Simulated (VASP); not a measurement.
Wanted: the native input for a VASP 6.6.1 run.

- Task: single point
- Functional: LDA
- Potentials or basis: VASP PAW LDA potentials, release 64 (V_sv, W_sv, C)
- Cutoff: 600 eV
- k mesh: 10 × 10 × 10
- Occupations: fermi-dirac, width 0.1 eV
- Spin: collinear spin, ferromagnetic start
- Starting moments: [2.0, 0.0, 0.0, 0.0] μB
- Dipole correction: no
- Further INCAR settings: ALGO = Normal; EDIFF = 1e-06; NBANDS = 30

The structure of VWC2 lies in POSCAR:

```
VWC2
1.0
    1.5170411200      0.8758641000      4.9338931900
   -1.5170411200      0.8758641000      4.9338931900
    0.0000000000     -1.7517281900      4.9338931900
V W C
1 1 2
Direct
    0.5000000000      0.5000000000      0.5000000000
    0.0000000000      0.0000000000      0.0000000000
    0.7535060000      0.7535060000      0.7535060000
    0.2464940000      0.2464940000      0.2464940000
```

These files were run (other wordings do the same):

INCAR

```
SYSTEM = VWC2
PREC = Accurate
ENCUT = 600
EDIFF = 1E-6
ISMEAR = -1
SIGMA = 0.1
LREAL = .FALSE.
LASPH = .TRUE.
NELM = 200
ALGO = Normal
ISIF = 2
LWAVE = .FALSE.
LCHARG = .TRUE.
ISPIN = 2
MAGMOM = 2 0 0 0
LORBIT = 11
LMAXMIX = 4
GGA = CA
LELF = .TRUE.
LVHAR = .TRUE.
NBANDS = 30
GGA_COMPAT = .FALSE.
```

KPOINTS

```
regular mesh
0
G
  10 10 10
  0 0 0
```

Potentials or basis: VASP PAW LDA potentials, release 64 (V_sv, W_sv, C).

Launch:

```console
$ cat potpaw_LDA.64/V_sv/POTCAR potpaw_LDA.64/W_sv/POTCAR potpaw_LDA.64/C/POTCAR > POTCAR
$ mpirun -np 1 vasp_std > vasp.out
```

Results of the run:

* Pressure: -15.3 GPa
* Largest force: 0.095 eV/Å
* Net moment: 0.00 μB per cell
* Valence electrons inside the program's atomic spheres: V 11.70; W 12.15; C 2.42

Caveat: the cell stands under tension; the moments typed at the start vanished in this run.

It took 20 min on 1 thread of Intel Xeon 8259CL (shared host), peak memory 0.42 GiB.
